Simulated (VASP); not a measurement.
# Ge2Sb2Te (P-3m1) in VASP: a series of runs

The runs below take Ge2Sb2Te through single point, with PBE.

Everything below comes from runs of VASP 6.6.1. Logs are shortened: lines on timing, memory, paths and dates and some standing lists are left out, and cuts for length are marked.

## Step 1: The cell of the first run

The structure is trigonal, space group P-3m1 (No. 164). The conventional cell has a = 4.112 Å, b = 4.112 Å, c = 7.369 Å, α = 90.00°, β = 90.00°, γ = 120.00°. Ge (site symmetry 3m) has 4 Sb at 2.63 to 3.29 Å and 3 Te at 2.79 Å within 3.5 Å. Sb (site symmetry 3m) has 4 Ge at 2.63 to 3.29 Å and 3 Sb at 3.21 Å within 3.5 Å. Te (site symmetry -3m) has 6 Ge at 2.79 Å and 6 Sb at 3.53 Å within 3.7 Å.

## Step 2: Single point, PBE

Input file INCAR:

```
ALGO = Normal ; EDIFF = 1E-6
ENCUT = 520 ; GGA = PE
ISIF = 2 ; ISMEAR = 0
LASPH = T ; LCHARG = F
LREAL = F ; LWAVE = F
NBANDS = 30 ; NELM = 60
PREC = Accurate ; SIGMA = 0.1
```

Input file KPOINTS:

```
k-points
0
Gamma
  6 6 4
```

Input file POSCAR:

```
Ge2Sb2Te
1.0
    4.1123456300      0.0000000000      0.0000000000
   -2.0561728200      3.5613957900      0.0000000000
    0.0000000000      0.0000000000      7.3694128500
Ge Sb Te
2 2 1
Direct
    0.6666666700      0.3333333300      0.8006809900
    0.3333333300      0.6666666700      0.1993190100
    0.6666666700      0.3333333300      0.3537370000
    0.3333333300      0.6666666700      0.6462630000
    0.0000000000      0.0000000000      0.0000000000
```

Potentials or basis: VASP PAW PBE potentials, release 64 (Ge_d, Sb, Te).

Launch:

```sh
$ cat potpaw_PBE.64/Ge_d/POTCAR potpaw_PBE.64/Sb/POTCAR potpaw_PBE.64/Te/POTCAR > POTCAR
$ mpirun -np 1 vasp_std > vasp.out
```

OUTCAR:

```text
EDIFF = 1E-6
   ENCUT = 520
   GGA = PE
   ISIF = 2
   ISMEAR = 0
   LASPH = T
   LREAL = F
   NELM = 60
   PREC = Accurate

 ion  position               nearest neighbor table
   1  0.667  0.333  0.801-   4 2.63   4 2.63   4 2.63   5 2.79   5 2.79   5 2.79   3 3.29
   2  0.333  0.667  0.199-   3 2.63   3 2.63   3 2.63   5 2.79   5 2.79   5 2.79   4 3.29
   3  0.667  0.333  0.354-   2 2.63   2 2.63   2 2.63   4 3.21   4 3.21   4 3.21   1 3.29   5 3.53
                             5 3.53   5 3.53
   4  0.333  0.667  0.646-   1 2.63   1 2.63   1 2.63   3 3.21   3 3.21   3 3.21   2 3.29   5 3.53
                             5 3.53   5 3.53
   5  0.000  0.000  0.000-   1 2.79   2 2.79   1 2.79   2 2.79   1 2.79   2 2.79   3 3.53   4 3.53
                             3 3.53   4 3.53   4 3.53   3 3.53

  LATTYP: Found a hexagonal cell.
 ALAT       =     4.1123456300
 C/A-ratio  =     1.7920217591

  Lattice vectors:

 A1 = (   4.1123456300,   0.0000000000,   0.0000000000)
 A2 = (  -2.0561728200,   3.5613957900,   0.0000000000)
 A3 = (   0.0000000000,   0.0000000000,   7.3694128500)

Analysis of symmetry for initial positions (statically):
=====================================================================
 Subroutine PRICEL returns:
 Original cell was already a primitive cell.

 Routine SETGRP: Setting up the symmetry group for a
 hexagonal supercell.

 Subroutine GETGRP returns: Found 12 space group operations
 (whereof 12 operations were pure point group operations)
 out of a pool of 24 trial point group operations.

The static configuration has the point symmetry D_3d.

Analysis of symmetry for dynamics (positions and initial velocities):
=====================================================================
 Subroutine PRICEL returns:
 Original cell was already a primitive cell.

 Routine SETGRP: Setting up the symmetry group for a
 hexagonal supercell.

 Subroutine GETGRP returns: Found 12 space group operations
 (whereof 12 operations were pure point group operations)
 out of a pool of 24 trial point group operations.

The dynamic configuration has the point symmetry D_3d.

 Subroutine INISYM returns: Found 12 space group operations
 (whereof 12 operations are pure point group operations),
 and found     1 'primitive' translations

----------------------------------------------------------------------------------------

                                     Primitive cell

  volume of cell :     107.9301

  direct lattice vectors                    reciprocal lattice vectors
     4.112345630  0.000000000  0.000000000     0.243170222  0.140394393  0.000000000
    -2.056172820  3.561395790  0.000000000     0.000000000  0.280788786  0.000000000
     0.000000000  0.000000000  7.369412850     0.000000000  0.000000000  0.135696021

  length of vectors
     4.112345630  4.112345637  7.369412850     0.280788786  0.280788786  0.135696021

  position of ions in fractional coordinates (direct lattice)
     0.666666670  0.333333330  0.800680990
     0.333333330  0.666666670  0.199319010
     0.666666670  0.333333330  0.353737000
     0.333333330  0.666666670  0.646263000
     0.000000000  0.000000000  0.000000000

  ion indices of the primitive-cell ions
   primitive index   ion index
                 1           1
                 2           2
                 3           3
                 4           4
                 5           5

----------------------------------------------------------------------------------------

 KPOINTS: k-points

Automatic generation of k-mesh.
 Grid dimensions read from file:
 generate k-points for:    6    6    4

 Generating k-lattice:

  Cartesian coordinates                     Fractional coordinates (reciprocal lattice)
     0.040528370  0.023399066  0.000000000     0.166666667  0.000000000  0.000000000
     0.000000000  0.046798131  0.000000000     0.000000000  0.166666667  0.000000000
     0.000000000  0.000000000  0.033924005     0.000000000  0.000000000  0.250000000

  Length of vectors
     0.046798131  0.046798131  0.033924005

  Shift w.r.t. Gamma in fractional coordinates (k-lattice)
     0.000000000  0.000000000  0.000000000

 Subroutine IBZKPT returns following result:
 ===========================================

 Found     24 irreducible k-points:

 Following reciprocal coordinates:
            Coordinates               Weight
  0.000000  0.000000  0.000000      1.000000
  0.166667 -0.000000  0.000000      6.000000
  0.333333 -0.000000  0.000000      6.000000
  0.500000 -0.000000  0.000000      3.000000
  0.166667  0.166667  0.000000      6.000000
  0.333333  0.166667  0.000000     12.000000
[... 16 lines left out ...]
  0.333333  0.166667  0.500000     12.000000
  0.333333  0.333333  0.500000      2.000000
   k-points           NKPTS =     24   k-points in BZ     NKDIM =     24   number of bands    NBANDS=     30
   number of dos      NEDOS =    301   number of ions     NIONS =      5
   total plane-waves  NPLWV =  57344
   dimension x,y,z NGX =    32 NGY =   32 NGZ =   56
   dimension x,y,z NGXF=    64 NGYF=   64 NGZF=  112
   ions per type =               2   2   1
   NGX,Y,Z   is equivalent  to a cutoff of  12.94, 12.94, 12.63 a.u.
   NGXF,Y,Z  is equivalent  to a cutoff of  25.87, 25.87, 25.27 a.u.
 SYSTEM =  unknown system
   PREC   = accura    normal or accurate (medium, high low for compatibility)
   ISTART =      0    job   : 0-new  1-cont  2-samecut
   ICHARG =      2    charge: 1-file 2-atom 10-const
   ISPIN  =      1    spin polarized calculation?
   LNONCOLLINEAR =      F non collinear calculations
   LSORBIT =      F    spin-orbit coupling
   LASPH  =      T    aspherical Exc in radial PAW
   ENCUT  =  520.0 eV  38.22 Ry    6.18 a.u.   7.65  7.65 13.70*2*pi/ulx,y,z
   NELM   =     60;   NELMIN=  2; NELMDL= -5     # of ELM steps
   EDIFF  = 0.1E-05   stopping-criterion for ELM
   LREAL  =      F    real-space projection
   EDIFFG = 0.1E-04   stopping-criterion for IOM
   NSW    =      0    number of steps for IOM
   IBRION =     -1    ionic relax: 0-MD 1-quasi-New 2-CG
   NFREE  =      0    steps in history (QN), initial steepest desc. (CG)
   ISIF   =      2    stress and relaxation
   ISYM   =      2    0-nonsym 1-usesym 2-fastsym
   POTIM  = 0.5000    time-step for ionic-motion
   TEBEG  =    0.0;   TEEND  =   0.0 temperature during run
   PSTRESS=    0.0 pullay stress
   NELECT =      44.0000    total number of electrons
   NUPDOWN=      -1.0000    fix difference up-down
   EMIN   =  10.00;   EMAX   =-10.00  energy-range for DOS
   EFERMI =   0.00;   METHOD = LEGACY
   ISMEAR =     0;   SIGMA  =   0.10  broadening in eV -4-tet -1-fermi 0-gaus
   EFERMI_NEDOS =   21; number of points for ismear=-14 and -15
   IALGO  =     38    algorithm
   IMIX   =      4    mixing-type and parameters
     AMIX     =   0.40;   BMIX     =  1.00
     AMIX_MAG =   1.60;   BMIX_MAG =  1.00
  volume/ion in A,a.u.               =      21.59       145.67
  Fermi-wavevector in a.u.,A,eV,Ry     =   1.213887  2.293913 20.048468  1.473521
  Thomas-Fermi vector in A             =   2.349324
   LORBIT       =      0    0 simple, 1 ext, 2 COOP (PROOUT), +10 PAW based schemes
   GGA     = PE    functional components
   LHFCALC =     F    Hartree Fock is set to
   AEXX    =    0.0000 exact exchange contribution
   IVDW    =     0    specifies the selected vdW correction
   LEPSILON=     F    determine dielectric tensor
   LRPA    =     F    only Hartree local field effects (RPA)
 non-spin polarized calculation
 Gauss-broadening in eV      SIGMA  =   0.10
  energy-cutoff  :      520.00
  volume of cell :      107.93
 maximum number of plane-waves:      2925
 NGX is ok and might be reduce to    32
   NGX = 15   NGY = 15   NGZ = 27

 number of electron      44.0000007 magnetization

 Free energy of the ion-electron system (eV)
  ---------------------------------------------------
  ext. energy  EPLUGINS =         0.00000000
  ---------------------------------------------------
  free energy    TOTEN  =       -17.76215315 eV

  energy without entropy =      -17.75390111  energy(sigma->0) =      -17.75802713

 E-fermi :   9.2204     XC(G=0): -10.8623

 val. band max:        9.1614327379   @ k =   0.0000   0.3333   0.2500
 cond. band min:       9.2648579856   @ k =   0.5000  -0.0000   0.2500
 fundamental gap:      0.1034252476
 Fermi energy:         9.2203748848

 k-point     1 :       0.0000    0.0000    0.0000
  band No.  band energies     occupation
      1     -15.6096      2.00000
      2     -15.6096      2.00000
      3     -15.6075      2.00000
      4     -15.6075      2.00000
      5     -15.5993      2.00000
      6     -15.5980      2.00000
[... 22 lines left out ...]
     29      12.4309      0.00000
     30      12.5771      0.00000

 k-point     2 :       0.1667   -0.0000    0.0000
  band No.  band energies     occupation
      1     -15.6126      2.00000
      2     -15.6099      2.00000
      3     -15.6085      2.00000
      4     -15.6065      2.00000
      5     -15.5983      2.00000
      6     -15.5970      2.00000
[... 22 lines left out ...]
     29      13.3744      0.00000
     30      13.7545      0.00000

 k-point     3 :       0.3333   -0.0000    0.0000
  band No.  band energies     occupation
      1     -15.6179      2.00000
      2     -15.6114      2.00000
      3     -15.6106      2.00000
      4     -15.6049      2.00000
      5     -15.5964      2.00000
      6     -15.5950      2.00000
[... 22 lines left out ...]
     29      14.6534      0.00000
     30      15.0295      0.00000

 k-point     4 :       0.5000   -0.0000    0.0000
  band No.  band energies     occupation
      1     -15.6204      2.00000
      2     -15.6130      2.00000
      3     -15.6109      2.00000
      4     -15.6042      2.00000
      5     -15.5957      2.00000
      6     -15.5940      2.00000
[... 22 lines left out ...]
     29      14.8014      0.00000
     30      15.9847      0.00000

 k-point     5 :       0.1667    0.1667    0.0000
  band No.  band energies     occupation
      1     -15.6153      2.00000
      2     -15.6129      2.00000
      3     -15.6082      2.00000
      4     -15.6064      2.00000
      5     -15.5967      2.00000
      6     -15.5956      2.00000
[... 22 lines left out ...]
     29      14.2191      0.00000
     30      14.6224      0.00000
[... 526 lines left out ...]
     29      16.3994      0.00000
     30      16.8086      0.00000

 k-point    22 :       0.1667    0.1667    0.5000
  band No.  band energies     occupation
      1     -15.6154      2.00000
      2     -15.6127      2.00000
      3     -15.6081      2.00000
      4     -15.6068      2.00000
      5     -15.5969      2.00000
      6     -15.5953      2.00000
[... 22 lines left out ...]
     29      14.2529      0.00000
     30      15.1106      0.00000

 k-point    23 :       0.3333    0.1667    0.5000
  band No.  band energies     occupation
      1     -15.6183      2.00000
      2     -15.6133      2.00000
      3     -15.6109      2.00000
      4     -15.6058      2.00000
      5     -15.5954      2.00000
      6     -15.5939      2.00000
[... 22 lines left out ...]
     29      15.6245      0.00000
     30      16.0377      0.00000

 k-point    24 :       0.3333    0.3333    0.5000
  band No.  band energies     occupation
      1     -15.6166      2.00000
      2     -15.6133      2.00000
      3     -15.6133      2.00000
      4     -15.6066      2.00000
      5     -15.5942      2.00000
      6     -15.5942      2.00000
[... 22 lines left out ...]
     29      16.0824      0.00000
     30      16.0824      0.00000

------------------------ aborting loop because EDIFF is reached ----------------------------------------

  FORCE on cell =-STRESS in cart. coord.  units (eV):
  Direction    XX          YY          ZZ          XY          YZ          ZX
  --------------------------------------------------------------------------------------
  -------------------------------------------------------------------------------------
  Total       12.9885927     12.9885927     16.6052985     -0.0000000      0.0000000      0.0000000
  in kB      192.8101725    192.8101730    246.4986432     -0.0000003      0.0000000      0.0000000
  external PRESSURE =     210.7063296 kB  Pullay stress =       0.0000000 kB

 VOLUME and BASIS-vectors are now :
 -----------------------------------------------------------------------------
  energy-cutoff  :      520.00
  volume of cell :      107.93
      direct lattice vectors                 reciprocal lattice vectors
     4.112345630  0.000000000  0.000000000     0.243170222  0.140394393  0.000000000
    -2.056172820  3.561395790  0.000000000     0.000000000  0.280788786  0.000000000
     0.000000000  0.000000000  7.369412850     0.000000000  0.000000000  0.135696021

 POSITION                                       TOTAL-FORCE (eV/Angst)
 -----------------------------------------------------------------------------------
      2.05617      1.18713      5.90055        -0.000000      0.000000      0.427961
     -0.00000      2.37426      1.46886         0.000000      0.000000     -0.427961
      2.05617      1.18713      2.60683        -0.000000      0.000000      1.296311
     -0.00000      2.37426      4.76258         0.000000     -0.000000     -1.296311
      0.00000      0.00000      0.00000         0.000000      0.000000      0.000000
 -----------------------------------------------------------------------------------
    total drift:                               -0.000000      0.000000     -0.000000

  FREE ENERGIE OF THE ION-ELECTRON SYSTEM (eV)
  ---------------------------------------------------
  free  energy   TOTEN  =       -17.7621531453 eV

  energy  without entropy=      -17.7539011102  energy(sigma->0) =      -17.75802713
```

It took 61 s on 1 thread of Intel Xeon 6975P-C, shared host; peak memory 0.27 GiB.

What came out:

| Item | Value |
| --- | --- |
| Free energy | -17.7622 eV |
| Pressure | 21.1 GPa |
| Largest force | 1.296 eV/Å |
| Band gap on the k mesh | zero (band 22 reaches 9.85 eV, above the bottom of band 23 at 8.72 eV) |

Forces on the atoms (eV/Å):
```
Ge   0.000  0.000  0.428
Ge   0.000  0.000 -0.428
Sb   0.000  0.000  1.296
Sb   0.000  0.000 -1.296
Te   0.000  0.000  0.000
```

Caveat: spin-orbit coupling is left out, which moves the levels of the heavy elements; forces of over 1 eV/Å act on the atoms, so gaps and moduli don't describe the material at rest.

## Step 3: Single point, PBE

This run uses another cell than the first one, of 26.66 Å³/atom, 1.235 times its volume.

Input file INCAR:

```
SYSTEM = Ge2Sb2Te
ALGO = Normal
EDIFF = 1E-6
ENCUT = 520
GGA = PE
ISIF = 2
ISMEAR = 0
LASPH = .TRUE.
LCHARG = .FALSE.
LREAL = .FALSE.
LWAVE = .FALSE.
NBANDS = 30
NELM = 60
PREC = Accurate
SIGMA = 0.1
```

Input file KPOINTS:

```
k-points
0
G
  6 6 4
  0 0 0
```

Input file POSCAR:

```
Ge2Sb2Te
1.0
    4.0923435462      0.0000000029      0.0000000000
   -2.0461717756      3.5440734706      0.0000000000
    0.0000000000      0.0000000000      9.1908890129
Ge Sb Te
2 2 1
Direct
    0.6666666667      0.3333333333      0.7995480010
    0.3333333333      0.6666666667      0.2004519990
    0.6666666667      0.3333333333      0.3870084210
    0.3333333333      0.6666666667      0.6129915790
    0.0000000000      0.0000000000      0.0000000000
```

Potentials or basis: VASP PAW PBE potentials, release 64 (Ge_d, Sb, Te).

Launch:

```sh
$ cat potpaw_PBE.64/Ge_d/POTCAR potpaw_PBE.64/Sb/POTCAR potpaw_PBE.64/Te/POTCAR > POTCAR
$ mpirun -np 1 vasp_std > vasp.out
```

Run time: 97 s. Hardware: 1 thread of Intel Xeon 6975P-C, shared host; peak memory 0.29 GiB.

Results (log left out):

| Item | Value |
| --- | --- |
| Free energy | -19.8602 eV |
| Pressure | -0.1 GPa |
| Largest force | 0.009 eV/Å |
| Band gap on the k mesh | zero (band 22 reaches 7.31 eV, above the bottom of band 23 at 5.61 eV) |

Forces on the atoms (eV/Å):
```
Ge   0.000  0.000  0.009
Ge   0.000  0.000 -0.009
Sb   0.000  0.000  0.008
Sb   0.000  0.000 -0.008
Te   0.000  0.000  0.000
```

Stress tensor (GPa, compression positive):
```
-0.18  0.00  0.00
 0.00 -0.18  0.00
 0.00  0.00  0.01
```

Levels at points of the mesh, in eV from the Fermi level:
```csv
k point,band 20,band 21,band 22,band 23,band 24,band 25
"(0.00, 0.00, 0.00)",-0.66,-0.50,0.84,0.84,1.85,1.85
"(0.50, 0.00, 0.00)",-1.83,-1.33,-1.31,-0.87,1.17,1.24
"(0.00, 0.00, 0.50)",-0.42,0.36,0.36,0.44,0.85,2.26
"(0.50, 0.00, 0.50)",-2.24,-1.10,-0.39,0.55,0.75,1.79
```

Caveat: spin-orbit coupling is left out, which moves the levels of the heavy elements.
